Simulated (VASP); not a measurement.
Here is a VASP 6.6.1 calculation.

INCAR

```
SYSTEM = MgI2
ALGO = Normal
EDIFF = 1E-6
ENCUT = 520
GGA = CA
ISIF = 2
ISMEAR = 0
LASPH = .True.
LCHARG = .True.
LELF = .True.
LREAL = .False.
LVHAR = .True.
LWAVE = .False.
NBANDS = 15
NELM = 100
PREC = Accurate
SIGMA = 0.05
```

The input KPOINTS:

```
k-points
0
Gamma
  6 6 4
  0 0 0
```

POSCAR

```
MgI2
1.0
    4.1537001214      0.0000000000      0.0000000000
   -2.0768500607      3.5972098248      0.0000000000
    0.0000000000      0.0000000000      6.8620000000
Mg I
1 2
Direct
    0.0000000000      0.0000000000      0.0000000000
    0.3028502906      0.6514251453      0.7797945252
    0.6361836240      0.3180918120      0.2645345252
```

Potentials or basis: VASP PAW LDA potentials, release 64 (Mg, I).

Command:

```bash
$ cat potpaw_LDA.64/Mg/POTCAR potpaw_LDA.64/I/POTCAR > POTCAR
$ mpirun -np 1 vasp_std > vasp.out
```

Q: Predict the pressure.

A: -1.2 GPa.

Q: Estimate the largest force.

A: 0.856 eV/Å.

Q: What does it give for the band gap on the k mesh?

A: 3.12 eV, indirect (least direct gap 3.17 eV).

Stress tensor (GPa, compression positive):
```
-1.34 -0.23 -0.19
-0.23 -1.07 -0.11
-0.19 -0.11 -1.22
```

Caveat: the cell differs from its parent crystal (all I atoms moved +0.188 Å, as atom 2 towards its neighbour atom 3 (I) at 4.101 Å); spin-orbit coupling is left out, which moves the levels of the heavy elements. A k mesh can miss the band edges.
